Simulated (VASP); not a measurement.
# Mg2O in VASP: further runs

The runs below take Mg2O through single point, relaxation of cell and atoms, with PBE.

All numbers are computed with VASP 6.6.1; they aren't measurements. Logs are shortened: lines on timing, memory, paths and dates and some standing lists are left out, and cuts for length are marked.

### 1 The cell of the first run

The typed cell holds 3 atoms: a = 3.207 Å, b = 3.165 Å, c = 4.860 Å, α = 89.85°, β = 89.67°, γ = 90.47°.

The cell was built from a structure type or drawn by symmetry, and may not be a known phase.

### 2 Single point, PBE

INCAR reads:

```
  PREC = Accurate
  ENCUT = 520
  EDIFF = 1E-6
  ISMEAR = 0
  SIGMA = 0.2
  LREAL = F
  LASPH = T
  NELM = 100
  ALGO = Normal
  ISIF = 2
  LWAVE = F
  LCHARG = T
  GGA = PE
  LELF = T
  LVHAR = T
  NBANDS = 12
```

KPOINTS reads:

```
Automatic mesh
0
Gamma
  6 5 5
```

POSCAR reads:

```
Mg2O
1.0
    3.1964893208     -0.0280981405     -0.2517566622
   -0.0107941036      3.1604697900     -0.1610205610
    0.4114155711      0.2608537424      4.8358095867
Mg O
2 1
Direct
    0.4361116359      0.1775768972      0.3232284893
    0.9333670263      0.6762281776      0.8283149208
    0.9343077278      0.1771066852      0.5736765999
```

Potentials or basis: VASP PAW PBE potentials, release 64 (Mg, O).

On the command line:

```sh
> cat potpaw_PBE.64/Mg/POTCAR potpaw_PBE.64/O/POTCAR > POTCAR
> mpirun -np 1 vasp_std > vasp.out
```

OUTCAR:

```text
PREC = Accurate
   ENCUT = 520
   EDIFF = 1E-6
   ISMEAR = 0
   LREAL = F
   LASPH = T
   NELM = 100
   ISIF = 2
   GGA = PE

 ion  position               nearest neighbor table
   1  0.436  0.178  0.323-   3 2.01   3 2.01   2 3.27   2 3.30   2 3.31   2 3.31   2 3.32   2 3.33
                             2 3.34   2 3.34
   2  0.933  0.676  0.828-   3 2.01   3 2.01   1 3.27   1 3.30   1 3.31   1 3.31   1 3.32   1 3.33
                             1 3.34   1 3.34
   3  0.934  0.177  0.574-   2 2.01   2 2.01   1 2.01   1 2.01

  LATTYP: Found a triclinic cell.
 ALAT       =     4.4867350271
 B/A-ratio  =     0.7146647416
 C/A-ratio  =     1.2942280711
 COS(alpha) =     0.0004049533
 COS(beta)  =     0.3862566977
 COS(gamma) =     0.7089116378

  Lattice vectors:

 A1 = (  -3.1856952172,  -3.1323716495,   0.4127772232)
 A2 = (  -3.1964893208,   0.0280981405,   0.2517566622)
 A3 = (  -0.4006214675,  -3.4213235324,  -4.6747890257)

Analysis of symmetry for initial positions (statically):
=====================================================================
 Subroutine PRICEL returns:
 Original cell was already a primitive cell.

 Routine SETGRP: Setting up the symmetry group for a
 triclinic supercell.

 Subroutine GETGRP returns: Found  1 space group operations
 (whereof  1 operations were pure point group operations)
 out of a pool of  2 trial point group operations.

The static configuration has the point symmetry C_1 .

Analysis of symmetry for dynamics (positions and initial velocities):
=====================================================================
 Subroutine PRICEL returns:
 Original cell was already a primitive cell.

 Routine SETGRP: Setting up the symmetry group for a
 triclinic supercell.

 Subroutine GETGRP returns: Found  1 space group operations
 (whereof  1 operations were pure point group operations)
 out of a pool of  2 trial point group operations.

The dynamic configuration has the point symmetry C_1 .

 Subroutine INISYM returns: Found  1 space group operations
 (whereof  1 operations are pure point group operations),
 and found     1 'primitive' translations

----------------------------------------------------------------------------------------

                                     Primitive cell

  volume of cell :      49.3160

  direct lattice vectors                    reciprocal lattice vectors
     3.196489321 -0.028098141 -0.251756662     0.310759620 -0.000284859 -0.026423092
    -0.010794104  3.160469790 -0.161020561     0.001423585  0.315540162 -0.017142014
     0.411415571  0.260853742  4.835809587     0.016225831  0.010491881  0.204844210

  length of vectors
     3.206511329  3.164587402  4.860284128     0.311881071  0.316008654  0.205753511

  position of ions in fractional coordinates (direct lattice)
     0.436111636  0.177576897  0.323228489
     0.933367026  0.676228178  0.828314921
     0.934307728  0.177106685  0.573676600

  ion indices of the primitive-cell ions
   primitive index   ion index
                 1           1
                 2           2
                 3           3

----------------------------------------------------------------------------------------

 KPOINTS: Automatic mesh

Automatic generation of k-mesh.
 Grid dimensions read from file:
 generate k-points for:    6    5    5

 Generating k-lattice:

  Cartesian coordinates                     Fractional coordinates (reciprocal lattice)
     0.051793270 -0.000047477 -0.004403849     0.166666667  0.000000000 -0.000000000
     0.000284717  0.063108032 -0.003428403     0.000000000  0.200000000  0.000000000
     0.003245166  0.002098376  0.040968842    -0.000000000 -0.000000000  0.200000000

  Length of vectors
     0.051980178  0.063201731  0.041150702

  Shift w.r.t. Gamma in fractional coordinates (k-lattice)
     0.000000000  0.000000000  0.000000000

 Subroutine IBZKPT returns following result:
 ===========================================

 Found     76 irreducible k-points:

 Following reciprocal coordinates:
            Coordinates               Weight
  0.000000  0.000000  0.000000      1.000000
  0.166667  0.000000  0.000000      2.000000
  0.333333  0.000000  0.000000      2.000000
  0.500000  0.000000  0.000000      1.000000
  0.000000  0.200000 -0.000000      2.000000
  0.166667  0.200000  0.000000      2.000000
[... 16 lines left out ...]
 -0.000000  0.200000  0.200000      2.000000
  0.166667  0.200000  0.200000      2.000000
 [... further k-points ...]
   k-points           NKPTS =     76   k-points in BZ     NKDIM =     76   number of bands    NBANDS=     12
   number of dos      NEDOS =    301   number of ions     NIONS =      3
   total plane-waves  NPLWV =  20736
   dimension x,y,z NGX =    24 NGY =   24 NGZ =   36
   dimension x,y,z NGXF=    48 NGYF=   48 NGZF=   72
   ions per type =               2   1
   NGX,Y,Z   is equivalent  to a cutoff of  12.44, 12.61, 12.31 a.u.
   NGXF,Y,Z  is equivalent  to a cutoff of  24.89, 25.22, 24.63 a.u.
 SYSTEM =  unknown system
   PREC   = accura    normal or accurate (medium, high low for compatibility)
   ISTART =      0    job   : 0-new  1-cont  2-samecut
   ICHARG =      2    charge: 1-file 2-atom 10-const
   ISPIN  =      1    spin polarized calculation?
   LNONCOLLINEAR =      F non collinear calculations
   LSORBIT =      F    spin-orbit coupling
   LASPH  =      T    aspherical Exc in radial PAW
   ENCUT  =  520.0 eV  38.22 Ry    6.18 a.u.   5.96  5.88  9.04*2*pi/ulx,y,z
   NELM   =    100;   NELMIN=  2; NELMDL= -5     # of ELM steps
   EDIFF  = 0.1E-05   stopping-criterion for ELM
   LREAL  =      F    real-space projection
   EDIFFG = 0.1E-04   stopping-criterion for IOM
   NSW    =      0    number of steps for IOM
   IBRION =     -1    ionic relax: 0-MD 1-quasi-New 2-CG
   NFREE  =      0    steps in history (QN), initial steepest desc. (CG)
   ISIF   =      2    stress and relaxation
   ISYM   =      2    0-nonsym 1-usesym 2-fastsym
   POTIM  = 0.5000    time-step for ionic-motion
   TEBEG  =    0.0;   TEEND  =   0.0 temperature during run
   PSTRESS=    0.0 pullay stress
   NELECT =      10.0000    total number of electrons
   NUPDOWN=      -1.0000    fix difference up-down
   EMIN   =  10.00;   EMAX   =-10.00  energy-range for DOS
   EFERMI =   0.00;   METHOD = LEGACY
   ISMEAR =     0;   SIGMA  =   0.20  broadening in eV -4-tet -1-fermi 0-gaus
   EFERMI_NEDOS =   21; number of points for ismear=-14 and -15
   IALGO  =     38    algorithm
   IMIX   =      4    mixing-type and parameters
     AMIX     =   0.40;   BMIX     =  1.00
     AMIX_MAG =   1.60;   BMIX_MAG =  1.00
  volume/ion in A,a.u.               =      16.44       110.93
  Fermi-wavevector in a.u.,A,eV,Ry     =   0.961787  1.817513 12.585847  0.925034
  Thomas-Fermi vector in A             =   2.091189
   LORBIT       =      0    0 simple, 1 ext, 2 COOP (PROOUT), +10 PAW based schemes
   GGA     = PE    functional components
   LHFCALC =     F    Hartree Fock is set to
   AEXX    =    0.0000 exact exchange contribution
   IVDW    =     0    specifies the selected vdW correction
   LEPSILON=     F    determine dielectric tensor
   LRPA    =     F    only Hartree local field effects (RPA)
 non-spin polarized calculation
 Gauss-broadening in eV      SIGMA  =   0.20
  energy-cutoff  :      520.00
  volume of cell :       49.32
 maximum number of plane-waves:      1343
   NGX = 11   NGY = 11   NGZ = 19

 number of electron      10.0000000 magnetization

 Free energy of the ion-electron system (eV)
  ---------------------------------------------------
  ext. energy  EPLUGINS =         0.00000000
  ---------------------------------------------------
  free energy    TOTEN  =       -12.54830230 eV

  energy without entropy =      -12.54181494  energy(sigma->0) =      -12.54505862

 E-fermi :   3.3359     XC(G=0):  -8.9560

 val. band max:        3.2850131374   @ k =   0.5000   0.4000   0.0000
 cond. band min:       3.4398056210   @ k =   0.5000   0.4000   0.2000
 fundamental gap:      0.1547924835
 Fermi energy:         3.3359101781

 k-point     1 :       0.0000    0.0000    0.0000
  band No.  band energies     occupation
      1     -15.7352      2.00000
      2      -2.0640      2.00000
      3      -1.5076      2.00000
      4      -0.5617      2.00000
      5      -0.4649      2.00000
      6       5.3216      0.00000
      7       6.7072      0.00000
      8      11.9629      0.00000
      9      12.3275      0.00000
     10      12.5444      0.00000
     11      12.8655      0.00000
     12      16.1304      0.00000

 k-point     2 :       0.1667    0.0000    0.0000
  band No.  band energies     occupation
      1     -15.6714      2.00000
      2      -1.9313      2.00000
      3      -1.8295      2.00000
      4      -0.4146      2.00000
      5      -0.3845      2.00000
      6       5.8950      0.00000
      7       6.6968      0.00000
      8       8.6385      0.00000
      9      12.5812      0.00000
     10      13.1880      0.00000
     11      14.1959      0.00000
     12      15.1667      0.00000

 k-point     3 :       0.3333    0.0000    0.0000
  band No.  band energies     occupation
      1     -15.5387      2.00000
      2      -2.6127      2.00000
      3      -1.6366      2.00000
      4      -0.3102      2.00000
      5       0.6346      2.00000
      6       4.8804      0.00000
      7       6.7948      0.00000
      8       7.8597      0.00000
      9      12.0278      0.00000
     10      12.8631      0.00000
     11      13.2324      0.00000
     12      15.0536      0.00000
[... 286 lines left out ...]
 k-point    23 :      -0.0000    0.2000    0.2000
  band No.  band energies     occupation
      1     -15.6354      2.00000
      2      -2.4775      2.00000
      3      -1.5822      2.00000
      4      -0.4805      2.00000
      5       0.2694      2.00000
      6       5.0499      0.00000
      7       7.1202      0.00000
      8       9.2077      0.00000
      9      12.2747      0.00000
     10      12.8194      0.00000
     11      13.6200      0.00000
     12      15.0978      0.00000

 k-point    24 :       0.1667    0.2000    0.2000
  band No.  band energies     occupation
      1     -15.5752      2.00000
      2      -2.2910      2.00000
      3      -1.5857      2.00000
      4      -0.9768      2.00000
      5       0.6425      2.00000
      6       5.4372      0.00000
      7       7.1351      0.00000
      8       8.9085      0.00000
      9      10.0785      0.00000
     10      12.9906      0.00000
     11      13.5625      0.00000
     12      15.0088      0.00000

 [... further k-points ...]
[... 5 lines left out ...]
  --------------------------------------------------------------------------------------
  -------------------------------------------------------------------------------------
  Total       -0.0974586      0.0045407     -0.0802006      0.0094381     -0.0316134     -0.0554170
  in kB       -3.1662321      0.1475183     -2.6055536      0.3066247     -1.0270534     -1.8003865
  external PRESSURE =      -1.8747558 kB  Pullay stress =       0.0000000 kB

 VOLUME and BASIS-vectors are now :
 -----------------------------------------------------------------------------
  energy-cutoff  :      520.00
  volume of cell :       49.32
      direct lattice vectors                 reciprocal lattice vectors
     3.196489321 -0.028098141 -0.251756662     0.310759620 -0.000284859 -0.026423092
    -0.010794104  3.160469790 -0.161020561     0.001423585  0.315540162 -0.017142014
     0.411415571  0.260853742  4.835809587     0.016225831  0.010491881  0.204844210

 POSITION                                       TOTAL-FORCE (eV/Angst)
 -----------------------------------------------------------------------------------
      1.52509      0.63329      1.42468        -0.006044     -0.003315     -0.042587
      3.31698      2.32704      3.66171         0.003712      0.003057      0.031065
      3.22061      0.68313      2.51045         0.002332      0.000258      0.011522
 -----------------------------------------------------------------------------------
    total drift:                               -0.000343      0.000011     -0.000153

  FREE ENERGIE OF THE ION-ELECTRON SYSTEM (eV)
  ---------------------------------------------------
  free  energy   TOTEN  =       -12.5483022953 eV

  energy  without entropy=      -12.5418149412  energy(sigma->0) =      -12.54505862
```

Run time: 34 s. Hardware: 1 thread of Intel Xeon 8259CL, shared host; peak memory 0.18 GiB.

What came out:

* Free energy: -12.5483 eV
* Pressure: -0.2 GPa
* Largest force: 0.043 eV/Å
* Band gap on the k mesh: zero (bands 5 and 6 overlap by 1.32 eV)

Forces on the atoms (eV/Å):
```
Mg  -0.006 -0.003 -0.043
Mg   0.004  0.003  0.031
O    0.002  0.000  0.012
```

Levels at points of the mesh, in eV from the Fermi level:
```
           k point  band 3  band 4  band 5  band 6  band 7  band 8
(0.00, 0.00, 0.00)   -4.84   -3.90   -3.80    1.99    3.37    8.63
(0.50, 0.00, 0.00)   -4.82   -3.59   -0.95   -0.83    3.45    5.74
```

Caveat: the k points lie up to 0.40 Å⁻¹ apart, too coarse for converged energies and pressures of a metal.

### 3 Single point, PBE

INCAR reads:

```
PREC     = Accurate       # precision mode
ENCUT    = 520            # plane-wave cutoff, eV
EDIFF    = 1E-7           # SCF threshold, eV
ISMEAR   = 0              # smearing method
SIGMA    = 0.1            # smearing width, eV
LREAL    = F              # projectors in reciprocal space
LASPH    = T              # aspherical terms in the spheres
NELM     = 100            # most SCF steps
ALGO     = Normal         # electronic algorithm
ISIF     = 2              # what is computed and relaxed
LWAVE    = F              # write WAVECAR
LCHARG   = T              # write CHGCAR
GGA      = PE             # functional
LELF     = T              # ELF
LVHAR    = T            
NBANDS   = 12             # bands
```

KPOINTS reads:

```
Automatic mesh
0
Gamma
  12 12 8
```

POSCAR reads:

```
Mg2O
1.0
    3.1937851233      0.0000000000      0.0000000000
    0.0000000000      3.1937851233      0.0000000000
    0.0000000000      0.0000000000      4.8389668577
Mg O
2 1
Direct
    0.0000000000      0.5000000000      0.2470137228
    0.5000000000      0.0000000000      0.7529862772
    0.5000000000      0.5000000000      0.5000000000
```

Potentials or basis: VASP PAW PBE potentials, release 64 (Mg, O).

On the command line:

```sh
> cat potpaw_PBE.64/Mg/POTCAR potpaw_PBE.64/O/POTCAR > POTCAR
> mpirun -np 1 vasp_std > vasp.out
```

Run time: 48 s. Hardware: 1 thread of Intel Xeon 8259CL, shared host; peak memory 0.22 GiB.

The run converged. Its results:

```
Free energy            : -12.5290 eV
Pressure               : -0.3 GPa
Largest force          : 0.009 eV/Å
Band gap on the k mesh : zero (bands 5 and 6 overlap by 2.19 eV)
```

Forces on the atoms (eV/Å):
```
Mg   0.000  0.000  0.009
Mg   0.000  0.000 -0.009
O    0.000  0.000  0.000
```

Stress tensor (GPa, compression positive):
```
-0.23  0.00  0.00
 0.00 -0.23  0.00
 0.00  0.00 -0.31
```

Levels at points of the mesh, in eV from the Fermi level:
| k point | band 2 | band 3 | band 4 | band 5 | band 6 | band 7 | band 8 | band 9 |
| --- | --- | --- | --- | --- | --- | --- | --- | --- |
| (0.00, 0.00, 0.00) | -5.34 | -4.81 | -3.82 | -3.82 | 2.03 | 3.46 | 8.77 | 8.77 |
| (0.50, 0.00, 0.00) | -6.25 | -4.76 | -3.60 | -0.89 | -0.77 | 3.59 | 5.79 | 7.36 |
| (0.50, 0.50, 0.00) | -5.30 | -5.30 | -4.39 | 0.02 | 2.32 | 3.16 | 3.16 | 5.65 |
| (0.00, 0.00, 0.50) | -6.64 | -3.81 | -3.81 | -2.13 | -0.74 | 7.11 | 7.66 | 8.45 |
| (0.50, 0.00, 0.50) | -6.05 | -5.24 | -3.60 | -1.56 | 0.64 | 3.10 | 4.94 | 10.16 |
| (0.50, 0.50, 0.50) | -5.22 | -5.22 | -4.62 | 1.42 | 1.53 | 2.57 | 2.57 | 3.55 |

### 4 Relaxation of cell and atoms, PBE

INCAR reads:

```
SYSTEM = Mg2O
  ALGO = Normal
  EDIFF = 1E-6
  EDIFFG = -0.01
  ENCUT = 600
  GGA = PE
  IBRION = 2
  ISIF = 3
  ISMEAR = 0
  LASPH = .True.
  LCHARG = .False.
  LREAL = .False.
  LWAVE = .False.
  NELM = 60
  NSW = 100
  PREC = Accurate
  SIGMA = 0.1
```

KPOINTS reads:

```
k-points
0
Gamma
  12 12 8
  0 0 0
```

POSCAR reads:

```
Mg2O
1.0
    3.1855493655      0.0000000000      0.0000000000
    0.0000000000      3.1855493655      0.0000000000
    0.0000000000      0.0000000000      4.8602841281
Mg O
2 1
Direct
    0.0000000000      0.5000000000      0.2495518894
    0.5000000000      0.0000000000      0.7504481106
    0.5000000000      0.5000000000      0.5000000000
```

On the command line:

```sh
> cat potpaw_PBE.64/Mg/POTCAR potpaw_PBE.64/O/POTCAR > POTCAR
> mpirun -np 1 vasp_std > vasp.out
```

It took 3.4 min on 1 thread of Intel Xeon 8259CL, shared host; peak memory 0.25 GiB.

Results (log left out):

| Property | Result |
| --- | --- |
| Free energy | -12.5320 eV |
| Relaxed volume | 16.36 Å³/atom |
| Relaxed cell | a = 3.187 Å, b = 3.187 Å, c = 4.831 Å, α = 90.00°, β = 90.00°, γ = 90.00° |
| Space group after relaxing (to 0.1 Å) | P-4m2 (No. 115) |
| Energy gained by relaxing | 0.7 meV/atom |
| Ionic steps | 5 |
| Pressure after relaxing | 0.0 GPa |
| Band gap on the k mesh | zero (bands 5 and 6 overlap by 2.19 eV) |

Forces on the atoms (eV/Å):
```
Mg   0.000  0.000  0.002
Mg   0.000  0.000 -0.002
O    0.000  0.000  0.000
```

The path:
```
step  energy change (eV)  largest force (eV/Å)  pressure (GPa)  volume (Å³)
   1              0.0000                0.1315            0.11        49.32
   2             -0.0013                0.0505           -0.23        49.40
   3             -0.0015                0.0065           -0.40        49.45
   4             -0.0021                0.0004           -0.08        49.16
   5             -0.0021                0.0023            0.00        49.08
```

Final structure:
```cif
data_structure
_symmetry_space_group_name_H-M 'P 1'
_symmetry_Int_Tables_number 1
_cell_length_a 3.1873
_cell_length_b 3.1873
_cell_length_c 4.8310
_cell_angle_alpha 90.000
_cell_angle_beta 90.000
_cell_angle_gamma 90.000
_cell_volume 49.08
loop_
_atom_site_label
_atom_site_type_symbol
_atom_site_fract_x
_atom_site_fract_y
_atom_site_fract_z
_atom_site_occupancy
Mg1 Mg 0.00000 0.50000 0.24662 1
Mg2 Mg 0.50000 0.00000 0.75338 1
O1 O 0.50000 0.50000 0.50000 1
```

Levels at points of the mesh, in eV from the Fermi level:
| k point | band 2 | band 3 | band 4 | band 5 | band 6 | band 7 | band 8 | band 9 |
| --- | --- | --- | --- | --- | --- | --- | --- | --- |
| (0.00, 0.00, 0.00) | -5.36 | -4.83 | -3.82 | -3.82 | 2.05 | 3.48 | 8.80 | 8.80 |
| (0.50, 0.00, 0.00) | -6.27 | -4.77 | -3.60 | -0.90 | -0.78 | 3.60 | 5.82 | 7.39 |
| (0.50, 0.50, 0.00) | -5.31 | -5.31 | -4.40 | 0.02 | 2.32 | 3.17 | 3.17 | 5.65 |
| (0.00, 0.00, 0.50) | -6.67 | -3.82 | -3.82 | -2.14 | -0.73 | 7.13 | 7.68 | 8.47 |
| (0.50, 0.00, 0.50) | -6.07 | -5.26 | -3.60 | -1.57 | 0.64 | 3.12 | 4.98 | 10.19 |
| (0.50, 0.50, 0.50) | -5.24 | -5.24 | -4.63 | 1.42 | 1.54 | 2.57 | 2.57 | 3.55 |

### 5 Overview

```tsv
task	cell	k mesh	cutoff (eV)	smearing	gap on the mesh (eV)	pressure (GPa)	largest force (eV/Å)
single point	a = 3.207, b = 3.165, c = 4.860 Å, angles 89.8, 89.7, 90.5°, 3 atoms, atomic positions A	6 × 5 × 5	520	gaussian 0.2 eV	none	-0.2	0.04
single point	a = 3.194, b = 3.194, c = 4.839 Å, 3 atoms, atomic positions B	12 × 12 × 8	520	gaussian 0.1 eV	none	-0.3	0.01
relaxation of cell and atoms	relaxed from a = 3.186, b = 3.186, c = 4.860 Å, 3 atoms, atomic positions B	12 × 12 × 8	600	gaussian 0.1 eV	none	0.0	-
```

Alike in all rows: level PBE; potentials or basis VASP PAW PBE potentials, release 64 (Mg, O); no spin polarisation.

Caveats: some runs use coarse meshes.

Total energies depend on the potentials used, so only differences within one code and one set of settings carry meaning.
